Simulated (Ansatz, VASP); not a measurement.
## One calculation of Bi, two programs

File INCAR:

```
PREC = Accurate ; ENCUT = 520
EDIFF = 1E-6 ; ISMEAR = 0
SIGMA = 0.15 ; LREAL = F
LASPH = T ; NELM = 100
ALGO = Fast ; ISIF = 2
LWAVE = F ; LCHARG = F
GGA = PS ; IVDW = 12
NBANDS = 14
```

The input KPOINTS:

```
regular mesh
0
Gamma
  16 16 16
```

The input POSCAR:

```
Bi
1.0
   -1.8276750381      2.0200618843      1.9238684612
    1.8276750381     -2.0200618843      1.9238684612
    1.8276750381      2.0200618843     -1.9238684612
Bi
1
Direct
    0.0000000000      0.0000000000      0.0000000000
```

Input for Ansatz:

```yaml
crystal:
  lattice:
    - [-1.8276750381, 2.0200618843, 1.9238684612]
    - [1.8276750381, -2.0200618843, 1.9238684612]
    - [1.8276750381, 2.0200618843, -1.9238684612]
  atoms:
    - { symbol: Bi, position: [0.0, 0.0, 0.0] }
basis:
  ecutwfc: 420
kpoints:
  mp_grid: { grid: [16, 16, 16] }
hamiltonian:
  xc: pbesol
  pseudopotentials: { kind: paw }
  dispersion: d3bj
scf:
  occupations: { method: gaussian, width: 0.15 }
output:
  forces: true
  stress: true
  eigenvalues: true
```

Change from the starting cell: strain +e along x and -e along y -0.0500, strain +e along z and -e/2 along x and y +0.0000.

Alike in both runs: task single point; functional PBEsol; dispersion D3(BJ); k mesh 16 × 16 × 16; occupations gaussian, width 0.15 eV; no spin polarisation.

```csv
,VASP,Ansatz
version,VASP 6.6.1,Ansatz 0.2.0
potentials or method,"VASP PAW PBE potentials, release 64 (Bi_d), cutoff 520 eV","scalar-relativistic, plane waves, PAW"
valence electrons in the cell,15,15
```

```csv
,VASP,Ansatz,Ansatz less VASP
gap on the k mesh at the Fermi level (eV),none,none,-
pressure (GPa),0.4,0.4,+0.02
"traceless stress, the component that is largest in VASP (GPa)",1.05,1.06,+0.006
```

VASP's potentials were made for PBE, not for PBEsol. A gap of «none» marks a metal or a gap that the smearing closes.

Spin-orbit coupling is off throughout.
